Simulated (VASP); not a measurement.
# LiCo3Pt (Pm-3m) in VASP: single point with PBE

Aim: the single point of LiCo3Pt with PBE.

Program: VASP 6.6.1. These are calculated values, not measurements. Logs are shortened: lines on timing, memory, paths and dates and some standing lists are left out, and cuts for length are marked.

## (1) The cell of the first run

The structure is cubic, space group Pm-3m (No. 221). Conventional cell: a = 3.790 Å, b = 3.790 Å, c = 3.790 Å, α = 90.00°, β = 90.00°, γ = 90.00°. Within 3.5 Å of Li (site symmetry m-3m) lie 12 Co at 2.68 Å and 8 Pt at 3.28 Å. Within 2.5 Å of Co (site symmetry 4/mmm) lie 2 Pt at 1.89 Å. Within 2.5 Å of Pt (site symmetry m-3m) lie 6 Co at 1.89 Å.

## (2) Single point, PBE, collinear spin, ferromagnetic start

Input file INCAR:

```
  PREC = Accurate
  ENCUT = 880
  EDIFF = 1E-6
  ISMEAR = 0
  SIGMA = 0.1
  LREAL = False
  LASPH = True
  NELM = 200
  ALGO = Normal
  ISIF = 2
  LWAVE = False
  LCHARG = False
  ISPIN = 2
  MAGMOM = 0 3 3 3 0
  LORBIT = 11
  LMAXMIX = 4
  GGA = PE
  NBANDS = 48
  GGA_COMPAT = False
```

Input file KPOINTS:

```
regular mesh
0
Gamma
  6 6 6
```

Input file POSCAR:

```
LiCo3Pt
1.0
    3.7897285002      0.0000000000      0.0000000000
    0.0000000000      3.7897285002      0.0000000000
    0.0000000000      0.0000000000      3.7897285002
Li Co Pt
1 3 1
Direct
    0.0000000000      0.0000000000      0.0000000000
    0.0000000000      0.5000000000      0.5000000000
    0.5000000000      0.0000000000      0.5000000000
    0.5000000000      0.5000000000      0.0000000000
    0.5000000000      0.5000000000      0.5000000000
```

Potentials or basis: VASP PAW PBE potentials, release 64 (Li_sv, Co_sv, Pt_sv_GW).

Started as:

```
cat potpaw_PBE.64/Li_sv/POTCAR potpaw_PBE.64/Co_sv/POTCAR potpaw_PBE.64/Pt_sv_GW/POTCAR > POTCAR
mpirun -np 1 vasp_std > vasp.out
```

OUTCAR:

```text
PREC = Accurate
   ENCUT = 880
   EDIFF = 1E-6
   ISMEAR = 0
   LREAL = False
   LASPH = True
   NELM = 200
   ISIF = 2
   ISPIN = 2
   LORBIT = 11
   GGA = PE

 ion  position               nearest neighbor table
   1  0.000  0.000  0.000-
   2  0.000  0.500  0.500-   5 1.89   5 1.89
   3  0.500  0.000  0.500-   5 1.89   5 1.89
   4  0.500  0.500  0.000-   5 1.89   5 1.89
   5  0.500  0.500  0.500-   2 1.89   3 1.89   4 1.89   4 1.89   3 1.89   2 1.89

  LATTYP: Found a simple cubic cell.
 ALAT       =     3.7897285002

  Lattice vectors:

 A1 = (   3.7897285002,   0.0000000000,   0.0000000000)
 A2 = (   0.0000000000,   3.7897285002,   0.0000000000)
 A3 = (   0.0000000000,   0.0000000000,   3.7897285002)

Analysis of symmetry for initial positions (statically):
=====================================================================
 Subroutine PRICEL returns:
 Original cell was already a primitive cell.

 Routine SETGRP: Setting up the symmetry group for a
 simple cubic supercell.

 Subroutine GETGRP returns: Found 48 space group operations
 (whereof 48 operations were pure point group operations)
 out of a pool of 48 trial point group operations.

The static configuration has the point symmetry O_h .

Analysis of symmetry for dynamics (positions and initial velocities):
=====================================================================
 Subroutine PRICEL returns:
 Original cell was already a primitive cell.

 Routine SETGRP: Setting up the symmetry group for a
 simple cubic supercell.

 Subroutine GETGRP returns: Found 48 space group operations
 (whereof 48 operations were pure point group operations)
 out of a pool of 48 trial point group operations.

The dynamic configuration has the point symmetry O_h .

Analysis of structural, dynamic, and magnetic symmetry:
=====================================================================
 Subroutine PRICEL returns:
 Original cell was already a primitive cell.

 Routine SETGRP: Setting up the symmetry group for a
 simple cubic supercell.

 Subroutine GETGRP returns: Found 48 space group operations
 (whereof 48 operations were pure point group operations)
 out of a pool of 48 trial point group operations.

The overall configuration has the point symmetry O_h .

 Subroutine INISYM returns: Found 48 space group operations
 (whereof 48 operations are pure point group operations),
 and found     1 'primitive' translations

----------------------------------------------------------------------------------------

                                     Primitive cell

  volume of cell :      54.4282

  direct lattice vectors                    reciprocal lattice vectors
     3.789728500  0.000000000  0.000000000     0.263871145  0.000000000  0.000000000
     0.000000000  3.789728500  0.000000000     0.000000000  0.263871145  0.000000000
     0.000000000  0.000000000  3.789728500     0.000000000  0.000000000  0.263871145

  length of vectors
     3.789728500  3.789728500  3.789728500     0.263871145  0.263871145  0.263871145

  position of ions in fractional coordinates (direct lattice)
     0.000000000  0.000000000  0.000000000
     0.000000000  0.500000000  0.500000000
     0.500000000  0.000000000  0.500000000
     0.500000000  0.500000000  0.000000000
     0.500000000  0.500000000  0.500000000

  ion indices of the primitive-cell ions
   primitive index   ion index
                 1           1
                 2           2
                 3           3
                 4           4
                 5           5

----------------------------------------------------------------------------------------

 KPOINTS: regular mesh

Automatic generation of k-mesh.
 Grid dimensions read from file:
 generate k-points for:    6    6    6

 Generating k-lattice:

  Cartesian coordinates                     Fractional coordinates (reciprocal lattice)
     0.043978524  0.000000000  0.000000000     0.166666667  0.000000000  0.000000000
     0.000000000  0.043978524  0.000000000     0.000000000  0.166666667  0.000000000
     0.000000000  0.000000000  0.043978524     0.000000000  0.000000000  0.166666667

  Length of vectors
     0.043978524  0.043978524  0.043978524

  Shift w.r.t. Gamma in fractional coordinates (k-lattice)
     0.000000000  0.000000000  0.000000000

 Subroutine IBZKPT returns following result:
 ===========================================

 Found     20 irreducible k-points:

 Following reciprocal coordinates:
            Coordinates               Weight
  0.000000  0.000000  0.000000      1.000000
  0.166667  0.000000  0.000000      6.000000
  0.333333  0.000000  0.000000      6.000000
  0.500000  0.000000  0.000000      3.000000
  0.166667  0.166667  0.000000     12.000000
  0.333333  0.166667  0.000000     24.000000
[... 12 lines left out ...]
  0.500000  0.500000  0.333333      6.000000
  0.500000  0.500000  0.500000      1.000000
   k-points           NKPTS =     20   k-points in BZ     NKDIM =     20   number of bands    NBANDS=     48
   number of dos      NEDOS =    301   number of ions     NIONS =      5
   total plane-waves  NPLWV =  64000
   dimension x,y,z NGX =    40 NGY =   40 NGZ =   40
   dimension x,y,z NGXF=    80 NGYF=   80 NGZF=   80
   ions per type =               1   3   1
   NGX,Y,Z   is equivalent  to a cutoff of  17.55, 17.55, 17.55 a.u.
   NGXF,Y,Z  is equivalent  to a cutoff of  35.09, 35.09, 35.09 a.u.
 SYSTEM =  unknown system
   PREC   = accura    normal or accurate (medium, high low for compatibility)
   ISTART =      0    job   : 0-new  1-cont  2-samecut
   ICHARG =      2    charge: 1-file 2-atom 10-const
   ISPIN  =      2    spin polarized calculation?
   LNONCOLLINEAR =      F non collinear calculations
   LSORBIT =      F    spin-orbit coupling
   LASPH  =      T    aspherical Exc in radial PAW
   ENCUT  =  880.0 eV  64.68 Ry    8.04 a.u.   9.17  9.17  9.17*2*pi/ulx,y,z
   NELM   =    200;   NELMIN=  2; NELMDL= -5     # of ELM steps
   EDIFF  = 0.1E-05   stopping-criterion for ELM
   LREAL  =      F    real-space projection
   EDIFFG = 0.1E-04   stopping-criterion for IOM
   NSW    =      0    number of steps for IOM
   IBRION =     -1    ionic relax: 0-MD 1-quasi-New 2-CG
   NFREE  =      0    steps in history (QN), initial steepest desc. (CG)
   ISIF   =      2    stress and relaxation
   ISYM   =      2    0-nonsym 1-usesym 2-fastsym
   POTIM  = 0.5000    time-step for ionic-motion
   TEBEG  =    0.0;   TEEND  =   0.0 temperature during run
   PSTRESS=    0.0 pullay stress
   NELECT =      72.0000    total number of electrons
   NUPDOWN=      -1.0000    fix difference up-down
   EMIN   =  10.00;   EMAX   =-10.00  energy-range for DOS
   EFERMI =   0.00;   METHOD = LEGACY
   ISMEAR =     0;   SIGMA  =   0.10  broadening in eV -4-tet -1-fermi 0-gaus
   EFERMI_NEDOS =   21; number of points for ismear=-14 and -15
   IALGO  =     38    algorithm
   IMIX   =      4    mixing-type and parameters
     AMIX     =   0.40;   BMIX     =  1.00
     AMIX_MAG =   1.60;   BMIX_MAG =  1.00
  volume/ion in A,a.u.               =      10.89        73.46
  Fermi-wavevector in a.u.,A,eV,Ry     =   1.797122  3.396068 43.942023  3.229648
  Thomas-Fermi vector in A             =   2.858529
   LORBIT       =     11    0 simple, 1 ext, 2 COOP (PROOUT), +10 PAW based schemes
   GGA     = PE    functional components
   LHFCALC =     F    Hartree Fock is set to
   AEXX    =    0.0000 exact exchange contribution
   IVDW    =     0    specifies the selected vdW correction
   LEPSILON=     F    determine dielectric tensor
   LRPA    =     F    only Hartree local field effects (RPA)
 spin polarized calculation
 Gauss-broadening in eV      SIGMA  =   0.10
  energy-cutoff  :      880.00
  volume of cell :       54.43
 maximum number of plane-waves:      3253
 NGX is ok and might be reduce to    40
   NGX = 19   NGY = 19   NGZ = 19

 number of electron      72.0000038 magnetization       0.0025641

 Free energy of the ion-electron system (eV)
  ---------------------------------------------------
  ext. energy  EPLUGINS =         0.00000000
  ---------------------------------------------------
  free energy    TOTEN  =        -9.37476166 eV

  energy without entropy =       -9.34548087  energy(sigma->0) =       -9.36012126

 E-fermi :  11.7653     XC(G=0): -13.0126

 val. band max:       11.7377690122   @ k =   0.3333   0.1667   0.1667
 cond. band min:      11.7671448440   @ k =   0.5000   0.1667   0.0000
 fundamental gap:      0.0293758318
 Fermi energy:        11.7652527300

 spin component 1

 k-point     1 :       0.0000    0.0000    0.0000
  band No.  band energies     occupation
      1     -91.0779      1.00000
      2     -83.5021      1.00000
      3     -83.5021      1.00000
      4     -83.4723      1.00000
      5     -49.1548      1.00000
      6     -49.1548      1.00000
[... 40 lines left out ...]
     47      22.3593      0.00000
     48      22.6780      0.00000
[... 967 lines left out ...]
     47      29.3477      0.00000
     48      29.3477      0.00000
 Fermi energy:        11.7652527300

 spin component 2

 k-point     1 :       0.0000    0.0000    0.0000
  band No.  band energies     occupation
      1     -91.0776      1.00000
      2     -83.5012      1.00000
      3     -83.5012      1.00000
      4     -83.4713      1.00000
      5     -49.1540      1.00000
      6     -49.1540      1.00000
[... 40 lines left out ...]
     47      22.3595      0.00000
     48      22.6779      0.00000
[... 967 lines left out ...]
     47      29.3476      0.00000
     48      29.3476      0.00000

------------------------ aborting loop because EDIFF is reached ----------------------------------------

  FORCE on cell =-STRESS in cart. coord.  units (eV):
  Direction    XX          YY          ZZ          XY          YZ          ZX
  --------------------------------------------------------------------------------------
  -------------------------------------------------------------------------------------
  Total       58.7912837     58.7912837     58.7912837     -0.0000000     -0.0000000     -0.0000000
  in kB     1730.6100935   1730.6100935   1730.6100935     -0.0000000     -0.0000000     -0.0000000
  external PRESSURE =    1730.6100935 kB  Pullay stress =       0.0000000 kB

 VOLUME and BASIS-vectors are now :
 -----------------------------------------------------------------------------
  energy-cutoff  :      880.00
  volume of cell :       54.43
      direct lattice vectors                 reciprocal lattice vectors
     3.789728500  0.000000000  0.000000000     0.263871145  0.000000000  0.000000000
     0.000000000  3.789728500  0.000000000     0.000000000  0.263871145  0.000000000
     0.000000000  0.000000000  3.789728500     0.000000000  0.000000000  0.263871145

 POSITION                                       TOTAL-FORCE (eV/Angst)
 -----------------------------------------------------------------------------------
      0.00000      0.00000      0.00000         0.000000      0.000000      0.000000
      0.00000      1.89486      1.89486         0.000000      0.000000      0.000000
      1.89486      0.00000      1.89486         0.000000      0.000000      0.000000
      1.89486      1.89486      0.00000         0.000000      0.000000      0.000000
      1.89486      1.89486      1.89486         0.000000      0.000000      0.000000
 -----------------------------------------------------------------------------------
    total drift:                               -0.000000     -0.000000     -0.000000

  FREE ENERGIE OF THE ION-ELECTRON SYSTEM (eV)
  ---------------------------------------------------
  free  energy   TOTEN  =        -9.3747616587 eV

  energy  without entropy=       -9.3454808674  energy(sigma->0) =       -9.36012126

 total charge

# of ion       s       p       d       f       tot
--------------------------------------------------
    1        2.031   0.070   0.000   0.000   2.101
    2        2.301   6.181   7.151   0.000  15.633
    3        2.301   6.181   7.151   0.000  15.633
    4        2.301   6.181   7.151   0.000  15.633
    5        7.490   6.284   7.800   0.261  21.834
--------------------------------------------------
tot         16.424  24.898  29.251   0.261  70.834

 magnetization (x)

# of ion       s       p       d       f       tot
--------------------------------------------------
    1       -0.000  -0.000   0.000   0.000  -0.000
    2        0.000   0.000   0.001   0.000   0.001
    3        0.000   0.000   0.001   0.000   0.001
    4        0.000   0.000   0.001   0.000   0.001
    5        0.000  -0.000   0.000  -0.000   0.000
--------------------------------------------------
tot          0.000  -0.000   0.002  -0.000   0.002
```

Wall time 6.1 min (1 thread of Intel Xeon Platinum 8259CL at 2.50GHz (Skylake/Cascade Lake), shared host); peak memory 0.41 GiB.

Results:

```
Free energy                                           : -9.3748 eV
Pressure                                              : 173.1 GPa
Band gap on the k mesh                                : zero (filled and empty bands overlap)
Net moment                                            : 0.00 μB per cell
Valence electrons inside the program's atomic spheres : Li 2.10; Co 15.63; Pt 21.83
```

Caveat: atoms lie so close that the PAW spheres overlap strongly, which falsifies energies and pressures; the cell stands under pressure; the moments typed at the start vanished in this run; spin-orbit coupling is left out, which moves the levels of the heavy elements.

The gap in the log of VASP goes by the Fermi energy; the results here count the filled bands.